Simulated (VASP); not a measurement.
# Re (Pm-3m) in VASP: further runs

Runs on Re. Level: BLYP. Tasks: single point.

Everything below comes from runs of VASP 6.6.1. Logs are shortened: lines on timing, memory, paths and dates and some standing lists are left out, and cuts for length are marked.

**1. The cell of the first run**

Symmetry: Pm-3m, No. 221, cubic system. The conventional cell has a = 2.508 Å, b = 2.508 Å, c = 2.508 Å, α = 90.00°, β = 90.00°, γ = 90.00°. Within 3.3 Å of Re (site symmetry m-3m) lie 6 Re at 2.51 Å.

This isn't the form of Re at room conditions, which is hcp.

**2. Single point, BLYP (15.78 Å³/atom)**

Contents of INCAR:

```
PREC     = Accurate       # precision mode
ENCUT    = 520            # plane-wave cutoff, eV
EDIFF    = 1E-6           # SCF threshold, eV
ISMEAR   = -1             # smearing method
SIGMA    = 0.1            # smearing width, eV
LREAL    = F              # projectors in reciprocal space
LASPH    = T              # aspherical terms in the spheres
NELM     = 100            # most SCF steps
ALGO     = Normal         # electronic algorithm
ISIF     = 2              # what is computed and relaxed
LWAVE    = F              # write WAVECAR
LCHARG   = F              # write CHGCAR
GGA      = B5             # functional
ALDAX    = 1.0          
AGGAX    = 1.0          
AGGAC    = 1.0          
ALDAC    = 0.0          
NBANDS   = 10             # bands
```

Contents of KPOINTS:

```
regular mesh
0
Gamma
  13 13 13
```

Contents of POSCAR:

```
Re
1.0
    2.5080032503      0.0000000000      0.0000000000
    0.0000000000      2.5080032503      0.0000000000
    0.0000000000      0.0000000000      2.5080032503
Re
1
Direct
    0.0000000000      0.0000000000      0.0000000000
```

Potentials or basis: VASP PAW PBE potentials, release 64 (Re).

The run is started by

```console
cat potpaw_PBE.64/Re/POTCAR > POTCAR
mpirun -np 1 vasp_std > vasp.out
```

OUTCAR:

```text
PREC = Accurate
   ENCUT = 520
   EDIFF = 1E-6
   ISMEAR = -1
   LREAL = F
   LASPH = T
   NELM = 100
   ISIF = 2
   GGA = B5

 ion  position               nearest neighbor table
   1  0.000  0.000  0.000-

  LATTYP: Found a simple cubic cell.
 ALAT       =     2.5080032503

  Lattice vectors:

 A1 = (   2.5080032503,   0.0000000000,   0.0000000000)
 A2 = (   0.0000000000,   2.5080032503,   0.0000000000)
 A3 = (   0.0000000000,   0.0000000000,   2.5080032503)

Analysis of symmetry for initial positions (statically):
=====================================================================
 Subroutine PRICEL returns:
 Original cell was already a primitive cell.

 Routine SETGRP: Setting up the symmetry group for a
 simple cubic supercell.

 Subroutine GETGRP returns: Found 48 space group operations
 (whereof 48 operations were pure point group operations)
 out of a pool of 48 trial point group operations.

The static configuration has the point symmetry O_h .

Analysis of symmetry for dynamics (positions and initial velocities):
=====================================================================
 Subroutine PRICEL returns:
 Original cell was already a primitive cell.

 Routine SETGRP: Setting up the symmetry group for a
 simple cubic supercell.

 Subroutine GETGRP returns: Found 48 space group operations
 (whereof 48 operations were pure point group operations)
 out of a pool of 48 trial point group operations.

The dynamic configuration has the point symmetry O_h .

 Subroutine INISYM returns: Found 48 space group operations
 (whereof 48 operations are pure point group operations),
 and found     1 'primitive' translations

----------------------------------------------------------------------------------------

                                     Primitive cell

  volume of cell :      15.7755

  direct lattice vectors                    reciprocal lattice vectors
     2.508003250  0.000000000  0.000000000     0.398723566  0.000000000  0.000000000
     0.000000000  2.508003250  0.000000000     0.000000000  0.398723566  0.000000000
     0.000000000  0.000000000  2.508003250     0.000000000  0.000000000  0.398723566

  length of vectors
     2.508003250  2.508003250  2.508003250     0.398723566  0.398723566  0.398723566

  position of ions in fractional coordinates (direct lattice)
     0.000000000  0.000000000  0.000000000

  ion indices of the primitive-cell ions
   primitive index   ion index
                 1           1

----------------------------------------------------------------------------------------

 KPOINTS: regular mesh

Automatic generation of k-mesh.
 Grid dimensions read from file:
 generate k-points for:   13   13   13

 Generating k-lattice:

  Cartesian coordinates                     Fractional coordinates (reciprocal lattice)
     0.030671044  0.000000000  0.000000000     0.076923077  0.000000000  0.000000000
     0.000000000  0.030671044  0.000000000     0.000000000  0.076923077  0.000000000
     0.000000000  0.000000000  0.030671044     0.000000000  0.000000000  0.076923077

  Length of vectors
     0.030671044  0.030671044  0.030671044

  Shift w.r.t. Gamma in fractional coordinates (k-lattice)
     0.000000000  0.000000000  0.000000000

 Subroutine IBZKPT returns following result:
 ===========================================

 Found     84 irreducible k-points:

 Following reciprocal coordinates:
            Coordinates               Weight
  0.000000  0.000000  0.000000      1.000000
  0.076923  0.000000  0.000000      6.000000
  0.153846  0.000000  0.000000      6.000000
  0.230769  0.000000  0.000000      6.000000
  0.307692  0.000000  0.000000      6.000000
  0.384615  0.000000  0.000000      6.000000
[... 16 lines left out ...]
  0.307692  0.307692  0.000000     12.000000
  0.384615  0.307692  0.000000     24.000000
 [... further k-points ...]
   k-points           NKPTS =     84   k-points in BZ     NKDIM =     84   number of bands    NBANDS=     10
   number of dos      NEDOS =    301   number of ions     NIONS =      1
   total plane-waves  NPLWV =   8000
   dimension x,y,z NGX =    20 NGY =   20 NGZ =   20
   dimension x,y,z NGXF=    40 NGYF=   40 NGZF=   40
   ions per type =               1
   NGX,Y,Z   is equivalent  to a cutoff of  13.26, 13.26, 13.26 a.u.
   NGXF,Y,Z  is equivalent  to a cutoff of  26.51, 26.51, 26.51 a.u.
 SYSTEM =  unknown system
   PREC   = accura    normal or accurate (medium, high low for compatibility)
   ISTART =      0    job   : 0-new  1-cont  2-samecut
   ICHARG =      2    charge: 1-file 2-atom 10-const
   ISPIN  =      1    spin polarized calculation?
   LNONCOLLINEAR =      F non collinear calculations
   LSORBIT =      F    spin-orbit coupling
   LASPH  =      T    aspherical Exc in radial PAW
   ENCUT  =  520.0 eV  38.22 Ry    6.18 a.u.   4.66  4.66  4.66*2*pi/ulx,y,z
   NELM   =    100;   NELMIN=  2; NELMDL= -5     # of ELM steps
   EDIFF  = 0.1E-05   stopping-criterion for ELM
   LREAL  =      F    real-space projection
   EDIFFG = 0.1E-04   stopping-criterion for IOM
   NSW    =      0    number of steps for IOM
   IBRION =     -1    ionic relax: 0-MD 1-quasi-New 2-CG
   NFREE  =      0    steps in history (QN), initial steepest desc. (CG)
   ISIF   =      2    stress and relaxation
   ISYM   =      2    0-nonsym 1-usesym 2-fastsym
   POTIM  = 0.5000    time-step for ionic-motion
   TEBEG  =    0.0;   TEEND  =   0.0 temperature during run
   PSTRESS=    0.0 pullay stress
   NELECT =       7.0000    total number of electrons
   NUPDOWN=      -1.0000    fix difference up-down
   EMIN   =  10.00;   EMAX   =-10.00  energy-range for DOS
   EFERMI =   0.00;   METHOD = LEGACY
   ISMEAR =    -1;   SIGMA  =   0.10  broadening in eV -4-tet -1-fermi 0-gaus
   EFERMI_NEDOS =   21; number of points for ismear=-14 and -15
   IALGO  =     38    algorithm
   IMIX   =      4    mixing-type and parameters
     AMIX     =   0.40;   BMIX     =  1.00
     AMIX_MAG =   1.60;   BMIX_MAG =  1.00
  volume/ion in A,a.u.               =      15.78       106.46
  Fermi-wavevector in a.u.,A,eV,Ry     =   1.248665  2.359635 21.213732  1.559165
  Thomas-Fermi vector in A             =   2.382742
   LORBIT       =      0    0 simple, 1 ext, 2 COOP (PROOUT), +10 PAW based schemes
   GGA     = B5    functional components
   LHFCALC =     F    Hartree Fock is set to
   AEXX    =    0.0000 exact exchange contribution
   IVDW    =     0    specifies the selected vdW correction
   LEPSILON=     F    determine dielectric tensor
   LRPA    =     F    only Hartree local field effects (RPA)
 non-spin polarized calculation
  energy-cutoff  :      520.00
  volume of cell :       15.78
 maximum number of plane-waves:       449
 NGX is ok and might be reduce to    20
   NGX =  9   NGY =  9   NGZ =  9

 number of electron       6.9999999 magnetization

 Free energy of the ion-electron system (eV)
  ---------------------------------------------------
  ext. energy  EPLUGINS =         0.00000000
  ---------------------------------------------------
  free energy    TOTEN  =        -9.47235962 eV

  energy without entropy =       -9.43352804  energy(sigma->0) =       -9.45294383

 E-fermi :   8.2003     XC(G=0): -12.4670

 val. band max:        8.1606144753   @ k =   0.3077   0.3077   0.0769
 cond. band min:       8.2340756982   @ k =   0.3846   0.3846   0.0769
 fundamental gap:      0.0734612230
 Fermi energy:         8.2003219701

 k-point     1 :       0.0000    0.0000    0.0000
  band No.  band energies     occupation
      1      -1.3443      2.00000
      2       2.2697      2.00000
      3       2.2697      2.00000
      4      12.1368      0.00000
      5      12.1368      0.00000
      6      12.1369      0.00000
      7      24.4372      0.00000
      8      24.4372      0.00000
      9      24.4372      0.00000
     10      31.0730      0.00000

 k-point     2 :       0.0769    0.0000    0.0000
  band No.  band energies     occupation
      1      -1.1322      2.00000
      2       2.3222      2.00000
      3       2.5106      2.00000
      4      11.8040      0.00000
      5      11.8040      0.00000
      6      12.1610      0.00000
      7      23.3219      0.00000
      8      24.8889      0.00000
      9      24.8889      0.00000
     10      31.9575      0.00000

 k-point     3 :       0.1538    0.0000    0.0000
  band No.  band energies     occupation
      1      -0.5696      2.00000
      2       2.4711      2.00000
      3       3.2410      2.00000
      4      10.9813      0.00000
      5      10.9813      0.00000
      6      12.2286      0.00000
      7      21.2346      0.00000
      8      26.0478      0.00000
      9      26.0478      0.00000
     10      29.6061      0.00000

 k-point     4 :       0.2308    0.0000    0.0000
  band No.  band energies     occupation
      1       0.1769      2.00000
      2       2.6896      2.00000
      3       4.4144      2.00000
      4       9.9949      0.00000
      5       9.9949      0.00000
      6      12.3253      0.00000
      7      19.2649      0.00000
      8      27.4113      0.00000
      9      27.5418      0.00000
     10      27.5418      0.00000
[... 222 lines left out ...]
 k-point    22 :       0.4615    0.2308    0.0000
  band No.  band energies     occupation
      1       3.1033      2.00000
      2       3.5440      2.00000
      3       6.1194      2.00000
      4       8.4183      0.20308
      5      10.6748      0.00000
      6      11.2444      0.00000
      7      17.4853      0.00000
      8      25.5646      0.00000
      9      26.3030      0.00000
     10      28.6634      0.00000

 k-point    23 :       0.3077    0.3077    0.0000
  band No.  band energies     occupation
      1       2.5245      2.00000
      2       3.6554      2.00000
      3       7.7650      1.97459
      4       8.6520      0.02161
      5       9.4263      0.00001
      6       9.7664      0.00000
      7      19.4686      0.00000
      8      22.3043      0.00000
      9      27.6603      0.00000
     10      33.2537      0.00000

 k-point    24 :       0.3846    0.3077    0.0000
  band No.  band energies     occupation
      1       2.5581      2.00000
      2       3.4803      2.00000
      3       8.2425      0.79207
      4       8.9371      0.00126
      5       9.7654      0.00000
      6      10.4224      0.00000
      7      18.2968      0.00000
      8      23.0406      0.00000
      9      26.9955      0.00000
     10      31.3338      0.00000

 [... further k-points ...]

------------------------ aborting loop because EDIFF is reached ----------------------------------------

  FORCE on cell =-STRESS in cart. coord.  units (eV):
  Direction    XX          YY          ZZ          XY          YZ          ZX
  --------------------------------------------------------------------------------------
  -------------------------------------------------------------------------------------
  Total        3.9473571      3.9473571      3.9473571      0.0000000      0.0000000      0.0000000
  in kB      400.8969112    400.8969112    400.8969112      0.0000000      0.0000000      0.0000000
  external PRESSURE =     400.8969112 kB  Pullay stress =       0.0000000 kB

 VOLUME and BASIS-vectors are now :
 -----------------------------------------------------------------------------
  energy-cutoff  :      520.00
  volume of cell :       15.78
      direct lattice vectors                 reciprocal lattice vectors
     2.508003250  0.000000000  0.000000000     0.398723566  0.000000000  0.000000000
     0.000000000  2.508003250  0.000000000     0.000000000  0.398723566  0.000000000
     0.000000000  0.000000000  2.508003250     0.000000000  0.000000000  0.398723566

 POSITION                                       TOTAL-FORCE (eV/Angst)
 -----------------------------------------------------------------------------------
      0.00000      0.00000      0.00000         0.000000      0.000000      0.000000
 -----------------------------------------------------------------------------------
    total drift:                                0.000000      0.000000      0.000000

  FREE ENERGIE OF THE ION-ELECTRON SYSTEM (eV)
  ---------------------------------------------------
  free  energy   TOTEN  =        -9.4723596243 eV

  energy  without entropy=       -9.4335280357  energy(sigma->0) =       -9.45294383
```

It took 9.7 s on 1 thread of Intel Xeon Platinum 8375C at 2.90GHz (Ice Lake), shared host; peak memory 0.13 GiB.

What came out:

| Item | Value |
| --- | --- |
| Free energy | -9.4724 eV |
| Pressure | 40.1 GPa |
| Band gap on the k mesh | zero (an odd number of electrons rules out a gap without spin polarisation) |

Caveat: the cell stands under pressure; the PAW data sets were made with another functional, which shifts forces and pressure a little; spin-orbit coupling is left out, which moves the levels of the heavy elements.

[end of part 1 of 2]
